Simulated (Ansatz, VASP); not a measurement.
# PbS: VASP beside Ansatz

The input POSCAR:

```
PbS
1.0
    0.0000000000      2.9853913009      2.9853913009
    2.9853913009      0.0000000000      2.9853913009
    2.9853913009      2.9853913009      0.0000000000
Pb S
1 1
Direct
    0.0000000000      0.0000000000      0.0000000000
    0.5000000000      0.5000000000      0.5000000000
```

Contents of INCAR.step1:

```
PREC     = Accurate       # precision mode
ENCUT    = 520            # plane-wave cutoff, eV
EDIFF    = 1E-5           # SCF threshold, eV
ISMEAR   = -1             # smearing method
SIGMA    = 0.05           # smearing width, eV
LREAL    = F              # projectors in reciprocal space
LASPH    = T              # aspherical terms in the spheres
NELM     = 100            # most SCF steps
ALGO     = Normal         # electronic algorithm
ISIF     = 2              # what is computed and relaxed
LWAVE    = T              # write WAVECAR
LCHARG   = F              # write CHGCAR
GGA      = PE             # functional
NBANDS   = 17             # bands
```

Contents of INCAR.step2:

```
PREC     = Accurate       # precision mode
ENCUT    = 520            # plane-wave cutoff, eV
EDIFF    = 1E-6           # SCF threshold, eV
ISMEAR   = -1             # smearing method
SIGMA    = 0.05           # smearing width, eV
LREAL    = F              # projectors in reciprocal space
LASPH    = T              # aspherical terms in the spheres
NELM     = 100            # most SCF steps
ALGO     = Normal         # electronic algorithm
ISIF     = 2              # what is computed and relaxed
LWAVE    = F              # write WAVECAR
LCHARG   = F              # write CHGCAR
GGA      = B5             # functional
LHFCALC  = T              # exact exchange
AEXX     = 0.2            # exact-exchange fraction
AGGAX    = 0.72         
AGGAC    = 0.81         
ALDAC    = 0.19         
PRECFOCK = Normal       
ISTART   = 1            
NBANDS   = 17             # bands
```

KPOINTS

```
Automatic mesh
0
Gamma
  4 4 4
```

input.yaml

```yaml
crystal:
  lattice:
    - [0.0, 2.9853913009, 2.9853913009]
    - [2.9853913009, 0.0, 2.9853913009]
    - [2.9853913009, 2.9853913009, 0.0]
  atoms:
    - { symbol: Pb, position: [0.0, 0.0, 0.0] }
    - { symbol: S, position: [0.5, 0.5, 0.5] }
hamiltonian:
  xc: b3lyp5
  pseudopotentials: { kind: paw }
kpoints:
  mp_grid: { grid: [4, 4, 4] }
scf:
  occupations: { method: fermi_dirac, width: 0.05 }
output:
  forces: true
  stress: true
  eigenvalues: true
  write_density: true
  write_potential: true
  elf: true
  volumetric_format: npy
```

Alike in both runs: task single point; functional B3LYP5; k mesh 4 × 4 × 4; occupations fermi-dirac, width 0.05 eV; no spin polarisation.

```csv
,VASP,Ansatz
version,VASP 6.6.1,Ansatz 0.2.0
potentials or method,"VASP PAW PBE potentials, release 64 (Pb_d, S)",Ansatz PAW
plane-wave cutoff (eV),520,420
valence electrons in the cell,20,20
```

Ansatz gave:

- gap on the k mesh at the Fermi level (eV): 1.42
- least direct gap on the mesh (eV): 1.42
- pressure (GPa): 3.3

Estimate VASP's values.

gap on the k mesh at the Fermi level (eV): 1.45; least direct gap on the mesh (eV): 1.45; pressure (GPa): 3.2.

VASP's potentials were made for PBE, not for B3LYP5.

The k mesh is coarse, so the values compare programs but aren't converged. Spin-orbit coupling is off throughout.
